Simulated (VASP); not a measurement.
Runs of VASP 6.6.1 on Pb. The structure is that of space group Fd-3m (No. 227), or close to it. The cells are those of the table. 

```tsv
cell	gap on the mesh (eV)	pressure (GPa)
a = 4.959 Å, angles 60.0°, 2 atoms	none	-2.2
a = 4.814 Å, angles 60.0°, 2 atoms	none	(a)
a = 4.863 Å, angles 60.0°, 2 atoms	none	-0.6
a = 4.764 Å, angles 60.0°, 2 atoms	none	(b)
a = 4.912 Å, angles 60.0°, 2 atoms	none	-1.5
```

Alike in all rows: task single point; level LDA; potentials or basis VASP PAW LDA potentials, release 64 (Pb_d); no spin polarisation; k mesh 6 × 6 × 6; cutoff (eV) 520; smearing fermi-dirac 0.1 eV.

Problem. Fill in the values left out.

Solution. (a) 0.4; (b) 1.6.

Caveats: spin-orbit coupling is left out, which moves the levels of the heavy elements.

A k mesh can miss the band edges, and the runs leave out spin-orbit coupling on Pb.

A gap of «none» marks levels without a gap at the run's occupations.
